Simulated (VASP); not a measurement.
# Nb (P6_3/mmc) in VASP: further runs, part 2 of 2

VASP 6.6.1.

### Step 4. Relaxation of cell and atoms, PBE

This run uses another cell than the first one, of 17.97 Å³/atom, 0.963 times its volume.

The input, INCAR:

```
PREC = Accurate ; ENCUT = 600
EDIFF = 1E-6 ; ISMEAR = 0
SIGMA = 0.05 ; LREAL = False
LASPH = True ; NELM = 100
ALGO = Normal ; ISIF = 3
LWAVE = False ; LCHARG = False
GGA = PE ; IBRION = 2
NSW = 80 ; EDIFFG = -0.01
```

The input, KPOINTS:

```
Automatic mesh
0
Gamma
  16 16 10
```

The input, POSCAR:

```
Nb
1.0
    2.9397616552      0.0000000000      0.0000000000
   -1.4698808276      2.5459082745      0.0000000000
    0.0000000000      0.0000000000      4.8016107035
Nb
2
Direct
    0.3333333333      0.6666666667      0.7500000000
    0.6666666667      0.3333333333      0.2500000000
```

Potentials or basis: VASP PAW PBE potentials, release 64 (Nb_sv).

Launch:

```console
$ cat potpaw_PBE.64/Nb_sv/POTCAR > POTCAR
$ mpirun -np 1 vasp_std > vasp.out
```

OUTCAR:

```text
PREC = Accurate
   ENCUT = 600
   EDIFF = 1E-6
   ISMEAR = 0
   LREAL = False
   LASPH = True
   NELM = 100
   ISIF = 3
   GGA = PE
   IBRION = 2
   NSW = 80
   EDIFFG = -0.01

 ion  position               nearest neighbor table
   1  0.333  0.667  0.750-   2 2.94   2 2.94   2 2.94   2 2.94   2 2.94   2 2.94
   2  0.667  0.333  0.250-   1 2.94   1 2.94   1 2.94   1 2.94   1 2.94   1 2.94

  LATTYP: Found a hexagonal cell.
 ALAT       =     2.9397616552
 C/A-ratio  =     1.6333333333

  Lattice vectors:

 A1 = (   2.9397616552,   0.0000000000,   0.0000000000)
 A2 = (  -1.4698808276,   2.5459082745,   0.0000000000)
 A3 = (   0.0000000000,   0.0000000000,   4.8016107035)

Analysis of symmetry for initial positions (statically):
[... 465 lines left out ...]
 number of electron      26.0000000 magnetization

 Free energy of the ion-electron system (eV)
  ---------------------------------------------------
  ext. energy  EPLUGINS =         0.00000000
  ---------------------------------------------------
  free energy    TOTEN  =       -19.84450660 eV

  energy without entropy =      -19.84078462  energy(sigma->0) =      -19.84264561

 E-fermi :  11.0777     XC(G=0): -12.3137

 val. band max:       11.0754345925   @ k =   0.2500   0.1250   0.4000
 cond. band min:      11.0843432723   @ k =   0.0625   0.0625   0.1000
 fundamental gap:      0.0089086798
 Fermi energy:        11.0777175845

 k-point     1 :       0.0000    0.0000    0.0000
  band No.  band energies     occupation
      1     -43.6730      2.00000
      2     -43.5466      2.00000
      3     -20.1593      2.00000
      4     -19.2237      2.00000
      5     -19.0061      2.00000
      6     -19.0061      2.00000
[... 457 lines left out ...]
      4     -19.9338      2.00000
      5     -19.7308      2.00000
      6     -19.4332      2.00000
[... 9 lines left out ...]
     16      12.8034      0.00000
     17      14.8282      0.00000

 [... further k-points ...]
[... 5 lines left out ...]
  --------------------------------------------------------------------------------------
  -------------------------------------------------------------------------------------
  Total        0.0145786      0.0145786     -0.0062627      0.0000000      0.0000000     -0.0000000
  in kB        0.6271686      0.6271686     -0.2694206      0.0000000      0.0000000     -0.0000000
  external PRESSURE =       0.3283055 kB  Pullay stress =       0.0000000 kB
[... 17 lines left out ...]
  FREE ENERGIE OF THE ION-ELECTRON SYSTEM (eV)
  ---------------------------------------------------
  free  energy   TOTEN  =       -19.8445066027 eV

  energy  without entropy=      -19.8407846239  energy(sigma->0) =      -19.84264561

 reached required accuracy - stopping structural energy minimisation
```

OSZICAR:

```text
N       E                     dE             d eps       ncg     rms          rms(c)
DAV:   1     0.336497551084E+03    0.33650E+03   -0.16609E+04  6120   0.179E+03
DAV:   2     0.408360129453E+01   -0.33241E+03   -0.32899E+03  7206   0.666E+02
[... 84 lines left out ...]
   8 F= -.19844496E+02 E0= -.19842608E+02  d E =-.980724E-02
       N       E                     dE             d eps       ncg     rms          rms(c)
DAV:   1    -0.198446005093E+02   -0.10561E-03   -0.42729E-03  6158   0.680E-01    0.515E-02
DAV:   2    -0.198445265239E+02    0.73985E-04   -0.22242E-04  7497   0.157E-01    0.252E-02
DAV:   3    -0.198445062403E+02    0.20284E-04   -0.87498E-05  9866   0.811E-02    0.565E-03
DAV:   4    -0.198445066027E+02   -0.36247E-06   -0.36910E-06  6112   0.206E-02
   9 F= -.19844507E+02 E0= -.19842646E+02  d E =-.109498E-04
```

CONTCAR:

```text
Nb
   1.00000000000000
     2.8691150593455612    0.0000000000000000    0.0000000000000000
    -1.4345575296727806    2.4847265277973047    0.0000000000000000
     0.0000000000000000   -0.0000000000000000    5.2241342026363267
  Nb
     2
Direct
     0.3333333332999970    0.6666666667000030    0.7500000000000000
     0.6666666667000030    0.3333333332999970    0.2500000000000000

  0.00000000E+00  0.00000000E+00  0.00000000E+00
  0.00000000E+00  0.00000000E+00  0.00000000E+00
```

Run time: 3.5 min. Hardware: 1 thread of Intel Xeon 6975P-C (Granite Rapids), shared host; peak memory 0.26 GiB.

What came out:

| Quantity | Value |
| --- | --- |
| Free energy | -19.8445 eV |
| Relaxed volume | 18.62 Å³/atom |
| Relaxed cell | a = 2.869 Å, b = 2.869 Å, c = 5.224 Å, α = 90.00°, β = 90.00°, γ = 120.00° |
| Space group after relaxing (to 0.05 Å) | P6_3/mmc (No. 194) |
| Energy gained by relaxing | 66.5 meV/atom |
| Ionic steps | 9 |
| Pressure after relaxing | 0.0 GPa |
| Band gap on the k mesh | zero (band 13 reaches 13.14 eV, above the bottom of band 14 at 10.33 eV) |

Stress tensor (GPa, compression positive):
```
 0.06  0.00  0.00
 0.00  0.06  0.00
 0.00  0.00 -0.03
```

The path:
```tsv
step	energy change (eV)	largest force (eV/Å)	pressure (GPa)	volume (Å³)
1	0.0000	0.0000	6.17	35.94
2	-0.0155	0.0000	-9.20	39.63
3	-0.0535	0.0000	-2.85	37.92
4	-0.1214	0.0000	-3.61	38.09
5	-0.1231	0.0000	-3.55	38.11
6	-0.1091	0.0000	6.07	35.99
7	-0.1329	0.0000	-0.07	37.26
8	-0.1329	0.0000	0.02	37.25
9	-0.1329	0.0000	0.03	37.24
```

Final structure:
```cif
data_structure
_symmetry_space_group_name_H-M 'P 1'
_symmetry_Int_Tables_number 1
_cell_length_a 2.8691
_cell_length_b 2.8691
_cell_length_c 5.2241
_cell_angle_alpha 90.000
_cell_angle_beta 90.000
_cell_angle_gamma 120.000
_cell_volume 37.24
loop_
_atom_site_label
_atom_site_type_symbol
_atom_site_fract_x
_atom_site_fract_y
_atom_site_fract_z
_atom_site_occupancy
Nb1 Nb 0.33333 0.66667 0.75000 1
Nb2 Nb 0.66667 0.33333 0.25000 1
```

Levels at points of the mesh, in eV from the Fermi level:
```csv
k point,band 9,band 10,band 11,band 12,band 13,band 14,band 15,band 16,band 17
"(0.00, 0.00, 0.00)",-6.22,-3.90,-0.95,0.32,0.32,0.46,0.77,0.77,2.54
"(0.50, 0.00, 0.00)",-3.62,-3.30,-3.25,-0.51,0.25,0.38,0.70,4.45,5.45
"(0.00, 0.00, 0.50)",-4.64,-4.64,-1.23,-1.23,0.38,0.38,0.38,0.38,3.65
"(0.50, 0.00, 0.50)",-3.80,-3.80,-2.37,-2.37,2.06,2.06,2.19,2.19,4.96
```
